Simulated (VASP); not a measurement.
A run of VASP 6.6.1 is set up as follows.

INCAR

```
PREC = Accurate
ENCUT = 600
EDIFF = 1E-6
ISMEAR = -1
SIGMA = 0.08
LREAL = F
LASPH = T
NELM = 80
ALGO = Normal
ISIF = 3
LWAVE = F
LCHARG = F
GGA = PE
IBRION = 2
NSW = 60
EDIFFG = -0.005
PSTRESS = 4600.0
```

KPOINTS

```
regular mesh
0
Gamma
  22 22 22
```

The input POSCAR:

```
Si
1.0
   -1.1578939446      1.1578939446      1.1578939446
    1.1578939446     -1.1578939446      1.1578939446
    1.1578939446      1.1578939446     -1.1578939446
Si
1
Direct
    0.0000000000      0.0000000000      0.0000000000
```

Potentials or basis: VASP PAW PBE potentials, release 64 (Si).

Command:

```console
$ cat potpaw_PBE.64/Si/POTCAR > POTCAR
$ mpirun -np 1 vasp_std > vasp.out
```

Task: Estimate the space group after relaxing (to 0.05 Å).

Result: Im-3m (No. 229).

Task: What does it give for the band gap on the k mesh?

Result: Zero (band 2 reaches 42.66 eV, above the bottom of band 3 at 19.37 eV).

Task: Predict the relaxed volume.

Result: 6.24 Å³/atom.

Final structure:
```
Si
1.0
    -1.16005    1.16005    1.16005
     1.16005   -1.16005    1.16005
     1.16005    1.16005   -1.16005
Si
1
Cartesian
  0.0000 0.0000 0.0000
```

Caveat: the cell is relaxed towards a set pressure, so the enthalpy falls and the energy may rise.
